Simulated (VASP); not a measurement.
Write the native input for VASP 6.6.1 that does the following.

* Task: single point
* Functional: PBEsol
* Potentials or basis: VASP PAW PBE potentials, release 64 (Mg)
* Cutoff: 520 eV
* k mesh: 14 × 14 × 14
* Occupations: fermi-dirac, width 0.1 eV
* Spin: no spin polarisation
* Dipole correction: no
* Further INCAR settings: ALGO = Normal; EDIFF = 1e-06; NBANDS = 9

The structure of Mg lies in POSCAR:

```
Mg
1.0
    0.0000000000      2.3370336110      2.3370336110
    2.3370336110      0.0000000000      2.3370336110
    2.3370336110      2.3370336110      0.0000000000
Mg
2
Direct
   -0.1250000000     -0.1250000000     -0.1250000000
    0.1250000000      0.1250000000      0.1250000000
```

The input as run:

INCAR

```
SYSTEM = Mg
PREC = Accurate
ENCUT = 520
EDIFF = 1E-6
ISMEAR = -1
SIGMA = 0.1
LREAL = .False.
LASPH = .True.
NELM = 80
ALGO = Normal
ISIF = 2
LWAVE = .False.
LCHARG = .False.
GGA = PS
NBANDS = 9
```

KPOINTS

```
regular mesh
0
Gamma
  14 14 14
  0 0 0
```

Potentials or basis: VASP PAW PBE potentials, release 64 (Mg).

Launch:

```bash
$ cat potpaw_PBE.64/Mg/POTCAR > POTCAR
$ mpirun -np 1 vasp_std > vasp.out
```

It gave:

| Property | Result |
| --- | --- |
| Pressure | 100.1 GPa |
| Band gap on the k mesh | zero (band 2 reaches 13.96 eV, above the bottom of band 3 at 4.79 eV) |

Caveat: the PAW data sets were made with another functional, which shifts forces and pressure a little.

Run time: 41 s on 1 thread of AMD EPYC 7R43 64-Core Processor (Zen 3), with other jobs on the host, peak memory 0.13 GiB.
